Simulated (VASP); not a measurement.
Wanted: the native input for a VASP 6.6.1 run.

```
Task                   : single point
Functional             : PBE
Dispersion             : D3(BJ)
Potentials or basis    : VASP PAW PBE potentials, release 64 (Se, W_sv)
Cutoff                 : 520 eV
k mesh                 : 12 × 12 × 1
Occupations            : gaussian, width 0.02 eV
Spin                   : no spin polarisation
Dipole correction      : yes
Further INCAR settings : ALGO = Normal; EDIFF = 1e-07; NBANDS = 20
```

The structure of WSe2 lies in POSCAR:

```
WSe2
1.0
    3.4497969534      0.0000000000      0.0000000000
   -1.7248984767      2.8453445710      0.0000000000
    0.0000000000      0.0000000000     32.7374893303
Se W
2 1
Direct
    0.3321852603      0.6643705206      0.4494652093
    0.3321852603      0.6643705206      0.5505347907
    0.6689628128      0.3379256255      0.5000000000
```

This cell differs from its parent crystal: strain along x +0.050, then relaxed in part.

The input as run:

INCAR

```
ALGO = Normal
DIPOL = 0.5 0.5 0.500
EDIFF = 1E-7
ENCUT = 520
GGA = PE
IDIPOL = 3
ISIF = 2
ISMEAR = 0
IVDW = 12
LASPH = T
LCHARG = F
LDIPOL = T
LREAL = F
LWAVE = F
NBANDS = 20
NELM = 80
PREC = Accurate
SIGMA = 0.02
```

KPOINTS

```
k-points
0
Gamma
  12 12 1
```

Potentials or basis: VASP PAW PBE potentials, release 64 (Se, W_sv).

Run with:

```sh
$ cat potpaw_PBE.64/Se/POTCAR potpaw_PBE.64/W_sv/POTCAR > POTCAR
$ mpirun -np 1 vasp_std > vasp.out
```

It gave:

```yaml
Largest_force: 0.042 eV/Å
Band_gap_on_the_k_mesh: 1.36 eV
Dispersion_energy_per_atom: -0.323 eV
```

Caveat: the cell differs from its parent crystal (strain along x +0.050, then relaxed in part); spin-orbit coupling is left out, which moves the levels of the heavy elements.

It took 14 min on 1 thread of AMD EPYC 7R13 (shared host), peak memory 0.65 GiB.
